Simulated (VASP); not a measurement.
# Ti (Im-3m) in VASP: further runs

Runs on Ti. Level: PBEsol. Tasks: relaxation of cell and atoms.

All numbers are computed with VASP 6.6.1; they aren't measurements. Logs are shortened: lines on timing, memory, paths and dates and some standing lists are left out, and cuts for length are marked.

**1. The cell of the first run**

Symmetry: Im-3m, No. 229, cubic system. Conventional cell: a = 3.282 Å, b = 3.282 Å, c = 3.282 Å, α = 90.00°, β = 90.00°, γ = 90.00°. Ti (site symmetry m-3m) has 14 Ti at 2.84 to 3.28 Å within 3.7 Å.

**2. Relaxation of cell and atoms, PBEsol, target pressure 30 GPa, at which the enthalpy is minimised**

File INCAR:

```
SYSTEM = Ti
PREC = Accurate ; ENCUT = 600
EDIFF = 1E-6 ; ISMEAR = -1
SIGMA = 0.05 ; LREAL = .False.
LASPH = .True. ; NELM = 60
ALGO = Normal ; ISIF = 3
LWAVE = .False. ; LCHARG = .False.
GGA = PS ; IBRION = 2
NSW = 80 ; EDIFFG = -0.03
PSTRESS = 300.0
```

File KPOINTS:

```
Automatic mesh
0
Gamma
  7 7 7
  0 0 0
```

File POSCAR:

```
Ti
1.0
   -1.6410000000      1.6410000000      1.6410000000
    1.6410000000     -1.6410000000      1.6410000000
    1.6410000000      1.6410000000     -1.6410000000
Ti
1
Direct
    0.0000000000      0.0000000000      0.0000000000
```

Potentials or basis: VASP PAW PBE potentials, release 64 (Ti_sv).

Command:

```
$ cat potpaw_PBE.64/Ti_sv/POTCAR > POTCAR
$ mpirun -np 1 vasp_std > vasp.out
```

OUTCAR:

```text
SYSTEM = Ti
   PREC = Accurate
   ENCUT = 600
   EDIFF = 1E-6
   ISMEAR = -1
   LREAL = .False.
   LASPH = .True.
   NELM = 60
   ISIF = 3
   GGA = PS
   IBRION = 2
   NSW = 80
   EDIFFG = -0.03
   PSTRESS = 300.0

 ion  position               nearest neighbor table
   1  0.000  0.000  0.000-

  LATTYP: Found a body centered cubic cell.
 ALAT       =     3.2820000000

  Lattice vectors:

 A1 = (  -1.6410000000,   1.6410000000,   1.6410000000)
 A2 = (   1.6410000000,  -1.6410000000,   1.6410000000)
 A3 = (   1.6410000000,   1.6410000000,  -1.6410000000)

Analysis of symmetry for initial positions (statically):
=====================================================================
 Subroutine PRICEL returns:
 Original cell was already a primitive cell.

 Routine SETGRP: Setting up the symmetry group for a
 body centered cubic supercell.

 Subroutine GETGRP returns: Found 48 space group operations
 (whereof 48 operations were pure point group operations)
 out of a pool of 48 trial point group operations.

The static configuration has the point symmetry O_h .

Analysis of symmetry for dynamics (positions and initial velocities):
=====================================================================
 Subroutine PRICEL returns:
 Original cell was already a primitive cell.

 Routine SETGRP: Setting up the symmetry group for a
 body centered cubic supercell.

 Subroutine GETGRP returns: Found 48 space group operations
 (whereof 48 operations were pure point group operations)
 out of a pool of 48 trial point group operations.

The dynamic configuration has the point symmetry O_h .

 Subroutine INISYM returns: Found 48 space group operations
 (whereof 48 operations are pure point group operations),
 and found     1 'primitive' translations

----------------------------------------------------------------------------------------

                                     Primitive cell

  volume of cell :      17.6761

  direct lattice vectors                    reciprocal lattice vectors
    -1.641000000  1.641000000  1.641000000     0.000000000  0.304692261  0.304692261
     1.641000000 -1.641000000  1.641000000     0.304692261  0.000000000  0.304692261
     1.641000000  1.641000000 -1.641000000     0.304692261  0.304692261  0.000000000

  length of vectors
     2.842295375  2.842295375  2.842295375     0.430899928  0.430899928  0.430899928

  position of ions in fractional coordinates (direct lattice)
     0.000000000  0.000000000  0.000000000

  ion indices of the primitive-cell ions
   primitive index   ion index
                 1           1

----------------------------------------------------------------------------------------

 KPOINTS: Automatic mesh

Automatic generation of k-mesh.
 Grid dimensions read from file:
 generate k-points for:    7    7    7

 Generating k-lattice:

  Cartesian coordinates                     Fractional coordinates (reciprocal lattice)
     0.000000000  0.043527466  0.043527466     0.142857143  0.000000000  0.000000000
     0.043527466  0.000000000  0.043527466     0.000000000  0.142857143  0.000000000
     0.043527466  0.043527466  0.000000000     0.000000000  0.000000000  0.142857143

  Length of vectors
     0.061557133  0.061557133  0.061557133

  Shift w.r.t. Gamma in fractional coordinates (k-lattice)
     0.000000000  0.000000000  0.000000000

 Subroutine IBZKPT returns following result:
 ===========================================

 Found     20 irreducible k-points:

 Following reciprocal coordinates:
            Coordinates               Weight
  0.000000  0.000000  0.000000      1.000000
  0.142857  0.000000  0.000000     12.000000
  0.285714  0.000000  0.000000     12.000000
  0.428571  0.000000  0.000000     12.000000
  0.142857  0.142857  0.000000     24.000000
  0.285714  0.142857  0.000000     48.000000
[... 12 lines left out ...]
 -0.428571 -0.428571  0.285714      8.000000
 -0.428571  0.428571  0.428571      6.000000
   k-points           NKPTS =     20   k-points in BZ     NKDIM =     20   number of bands    NBANDS=     10
   number of dos      NEDOS =    301   number of ions     NIONS =      1
   total plane-waves  NPLWV =  13824
   dimension x,y,z NGX =    24 NGY =   24 NGZ =   24
   dimension x,y,z NGXF=    48 NGYF=   48 NGZF=   48
   ions per type =               1
   NGX,Y,Z   is equivalent  to a cutoff of  14.04, 14.04, 14.04 a.u.
   NGXF,Y,Z  is equivalent  to a cutoff of  28.08, 28.08, 28.08 a.u.
 SYSTEM =  Ti
   PREC   = accura    normal or accurate (medium, high low for compatibility)
   ISTART =      0    job   : 0-new  1-cont  2-samecut
   ICHARG =      2    charge: 1-file 2-atom 10-const
   ISPIN  =      1    spin polarized calculation?
   LNONCOLLINEAR =      F non collinear calculations
   LSORBIT =      F    spin-orbit coupling
   LASPH  =      T    aspherical Exc in radial PAW
   ENCUT  =  600.0 eV  44.10 Ry    6.64 a.u.   5.68  5.68  5.68*2*pi/ulx,y,z
   NELM   =     60;   NELMIN=  2; NELMDL= -5     # of ELM steps
   EDIFF  = 0.1E-05   stopping-criterion for ELM
   LREAL  =      F    real-space projection
   EDIFFG = -.3E-01   stopping-criterion for IOM
   NSW    =     80    number of steps for IOM
   IBRION =      2    ionic relax: 0-MD 1-quasi-New 2-CG
   NFREE  =      1    steps in history (QN), initial steepest desc. (CG)
   ISIF   =      3    stress and relaxation
   ISYM   =      2    0-nonsym 1-usesym 2-fastsym
   POTIM  = 0.5000    time-step for ionic-motion
   TEBEG  =    0.0;   TEEND  =   0.0 temperature during run
   PSTRESS=  300.0 pullay stress
   NELECT =      12.0000    total number of electrons
   NUPDOWN=      -1.0000    fix difference up-down
   EMIN   =  10.00;   EMAX   =-10.00  energy-range for DOS
   EFERMI =   0.00;   METHOD = LEGACY
   ISMEAR =    -1;   SIGMA  =   0.05  broadening in eV -4-tet -1-fermi 0-gaus
   EFERMI_NEDOS =   21; number of points for ismear=-14 and -15
   IALGO  =     38    algorithm
   IMIX   =      4    mixing-type and parameters
     AMIX     =   0.40;   BMIX     =  1.00
     AMIX_MAG =   1.60;   BMIX_MAG =  1.00
  volume/ion in A,a.u.               =      17.68       119.28
  Fermi-wavevector in a.u.,A,eV,Ry     =   1.438821  2.718977 28.166848  2.070205
  Thomas-Fermi vector in A             =   2.557745
   LORBIT       =      0    0 simple, 1 ext, 2 COOP (PROOUT), +10 PAW based schemes
   GGA     = PS    functional components
   LHFCALC =     F    Hartree Fock is set to
   AEXX    =    0.0000 exact exchange contribution
   IVDW    =     0    specifies the selected vdW correction
   LEPSILON=     F    determine dielectric tensor
   LRPA    =     F    only Hartree local field effects (RPA)
 conjugate gradient relaxation of ions
 non-spin polarized calculation
  energy-cutoff  :      600.00
  volume of cell :       17.68
 maximum number of plane-waves:       603
   NGX = 11   NGY = 11   NGZ = 11

--------------------------------------- Ionic step        1  -------------------------------------------

 number of electron      12.0000001 magnetization

 Free energy of the ion-electron system (eV)
  ---------------------------------------------------
  ext. energy  EPLUGINS =         0.00000000
  ---------------------------------------------------
  free energy    TOTEN  =        -8.21507214 eV

  energy without entropy =       -8.19750216  energy(sigma->0) =       -8.20628715

 E-fermi :   7.7716     XC(G=0): -11.5546

 val. band max:        7.6631339531   @ k =  -0.4286   0.4286   0.1429
 cond. band min:       7.8175067946   @ k =   0.2857   0.1429   0.0000
 fundamental gap:      0.1543728415
 Fermi energy:         7.7715634765

 k-point     1 :       0.0000    0.0000    0.0000
  band No.  band energies     occupation
      1     -48.6133      2.00000
      2     -24.5816      2.00000
      3     -24.5816      2.00000
      4     -24.5816      2.00000
      5       1.8641      2.00000
      6       8.7065      0.00000
      7       8.7065      0.00000
      8       8.7065      0.00000
      9      10.4369      0.00000
     10      10.4369      0.00000

 k-point     2 :       0.1429    0.0000    0.0000
  band No.  band energies     occupation
      1     -48.5901      2.00000
      2     -24.7065      2.00000
      3     -24.6204      2.00000
      4     -24.5823      2.00000
      5       2.5313      2.00000
      6       8.4202      0.00000
      7       8.5764      0.00000
      8       9.1911      0.00000
      9      10.1829      0.00000
     10      10.4605      0.00000
[... 371 lines left out ...]
  FREE ENERGIE OF THE ION-ELECTRON SYSTEM (eV)
  ---------------------------------------------------
  free  energy   TOTEN  =        -7.9867185569 eV

  energy  without entropy=       -7.9569001440  energy(sigma->0) =       -7.97180935

  enthalpy is  TOTEN    =        -5.4123095987 eV   P V=        2.5744089582

--------------------------------------- Ionic step        5  -------------------------------------------

 number of electron      12.0000001 magnetization

 Free energy of the ion-electron system (eV)
  ---------------------------------------------------
  ext. energy  EPLUGINS =         0.00000000
  ---------------------------------------------------
  free energy    TOTEN  =        -7.97340024 eV

  energy without entropy =       -7.94350827  energy(sigma->0) =       -7.95845426

 E-fermi :  10.7537     XC(G=0): -12.8220

 val. band max:       10.6143640243   @ k =   0.2857   0.2857   0.0000
 cond. band min:      10.7539961569   @ k =  -0.4286   0.4286   0.1429
 fundamental gap:      0.1396321327
 Fermi energy:        10.7537097267

 k-point     1 :       0.0000    0.0000    0.0000
  band No.  band energies     occupation
      1     -45.2387      2.00000
      2     -20.7638      2.00000
      3     -20.7638      2.00000
      4     -20.7638      2.00000
      5       4.3272      2.00000
      6      11.8355      0.00000
      7      11.8355      0.00000
      8      11.8355      0.00000
      9      14.1966      0.00000
     10      14.1966      0.00000

 k-point     2 :       0.1429    0.0000    0.0000
  band No.  band energies     occupation
      1     -45.1761      2.00000
      2     -21.0488      2.00000
      3     -20.8467      2.00000
      4     -20.7671      2.00000
      5       5.1753      2.00000
      6      11.4189      0.00000
      7      11.6457      0.00000
      8      12.5190      0.00000
      9      13.8149      0.00000
     10      14.2281      0.00000
[... 254 lines left out ...]
 POSITION                                       TOTAL-FORCE (eV/Angst)
 -----------------------------------------------------------------------------------
      0.00000      0.00000      0.00000         0.000000     -0.000000      0.000000
 -----------------------------------------------------------------------------------
    total drift:                                0.000000      0.000000     -0.000000

  FREE ENERGIE OF THE ION-ELECTRON SYSTEM (eV)
  ---------------------------------------------------
  free  energy   TOTEN  =        -7.9734002412 eV

  energy  without entropy=       -7.9435082710  energy(sigma->0) =       -7.95845426

  enthalpy is  TOTEN    =        -5.4124615972 eV   P V=        2.5609386440

 reached required accuracy - stopping structural energy minimisation
```

Run time: 16 s. Hardware: 1 thread of Intel Xeon 6975P-C, shared host; peak memory 0.15 GiB.

What came out:

```
Free energy                                            : -7.9734 eV
Relaxed volume                                         : 13.68 Å³/atom
Relaxed cell                                           : a = 2.609 Å, b = 2.609 Å, c = 2.609 Å, α = 109.47°, β = 109.47°, γ = 109.47°
Space group after relaxing (to 0.05 Å)                 : Im-3m (No. 229)
Energy change on relaxing (the enthalpy is what falls) : +241.7 meV/atom
Ionic steps                                            : 5
Pressure after relaxing                                : 30.1 GPa
Band gap on the k mesh                                 : zero (band 6 reaches 11.84 eV, above the bottom of band 7 at 10.12 eV)
```

The path:
| step | energy change (eV) | largest force (eV/Å) | pressure (GPa) | volume (Å³) |
| --- | --- | --- | --- | --- |
| 1 | 0.0000 | 0.0000 | -6.00 | 17.68 |
| 2 | 2.2716 | 0.0000 | 148.79 | 9.34 |
| 3 | 0.1935 | 0.0000 | 26.84 | 13.95 |
| 4 | 0.2284 | 0.0000 | 29.22 | 13.75 |
| 5 | 0.2417 | 0.0000 | 30.08 | 13.68 |

Final structure:
```
CELL_PARAMETERS angstrom
-1.50652 1.50652 1.50652
1.50652 -1.50652 1.50652
1.50652 1.50652 -1.50652
ATOMIC_POSITIONS crystal
Ti 0.00000 0.00000 0.00000
```

Caveat: the k points lie up to 0.42 Å⁻¹ apart in the final cell; the cell is relaxed towards a set pressure, so the enthalpy falls and the energy may rise; the volume moved by over 15 % at a fixed basis, so the end points are rough; the PAW data sets were made with another functional, which shifts forces and pressure a little.

**3. Relaxation of cell and atoms, PBEsol, target pressure 45 GPa, at which the enthalpy is minimised**

File INCAR:

```
SYSTEM = Ti
ALGO = Normal
EDIFF = 1E-7
EDIFFG = -0.03
ENCUT = 600
GGA = PS
IBRION = 2
ISIF = 3
ISMEAR = -1
LASPH = .TRUE.
LCHARG = .FALSE.
LREAL = .FALSE.
LWAVE = .FALSE.
NELM = 100
NSW = 80
PREC = Accurate
PSTRESS = 450.0
SIGMA = 0.05
```

File KPOINTS:

```
k-points
0
G
  7 7 7
  0 0 0
```

POSCAR is that of step 2.

Potentials or basis: VASP PAW PBE potentials, release 64 (Ti_sv).

Command:

```
$ cat potpaw_PBE.64/Ti_sv/POTCAR > POTCAR
$ mpirun -np 1 vasp_std > vasp.out
```

Wall time 21 s (1 thread of Intel Xeon 6975P-C, shared host); peak memory 0.16 GiB.

Results (log left out):

| Item | Value |
| --- | --- |
| Free energy | -7.7228 eV |
| Relaxed volume | 12.60 Å³/atom |
| Relaxed cell | a = 2.539 Å, b = 2.539 Å, c = 2.539 Å, α = 109.47°, β = 109.47°, γ = 109.47° |
| Space group after relaxing (to 0.05 Å) | Im-3m (No. 229) |
| Energy change on relaxing (the enthalpy is what falls) | +492.3 meV/atom |
| Ionic steps | 5 |
| Pressure after relaxing | 45.2 GPa |
| Band gap on the k mesh | zero (band 6 reaches 12.96 eV, above the bottom of band 7 at 11.09 eV) |

Step by step:
```tsv
step	energy change (eV)	largest force (eV/Å)	pressure (GPa)	volume (Å³)
1	0.0000	0.0000	-5.99	17.68
2	6.0564	0.0000	377.40	6.84
3	0.2901	0.0000	33.10	13.43
4	0.4103	0.0000	40.30	12.91
5	0.4923	0.0000	45.22	12.60
```

Final structure:
```cif
data_structure
_symmetry_space_group_name_H-M 'P 1'
_symmetry_Int_Tables_number 1
_cell_length_a 2.5389
_cell_length_b 2.5389
_cell_length_c 2.5389
_cell_angle_alpha 109.471
_cell_angle_beta 109.471
_cell_angle_gamma 109.471
_cell_volume 12.60
loop_
_atom_site_label
_atom_site_type_symbol
_atom_site_fract_x
_atom_site_fract_y
_atom_site_fract_z
_atom_site_occupancy
Ti1 Ti 0.00000 0.00000 0.00000 1
```

Levels at points of the mesh, in eV from the Fermi level:
```tsv
k point	band 4	band 5	band 6	band 7	band 8	band 9
(0.00, 0.00, 0.00)	-31.19	-6.50	1.13	1.13	1.13	3.72
```

Caveat: the k points lie up to 0.43 Å⁻¹ apart in the final cell; the cell is relaxed towards a set pressure, so the enthalpy falls and the energy may rise; the volume moved by over 15 % at a fixed basis, so the end points are rough; the PAW data sets were made with another functional, which shifts forces and pressure a little.
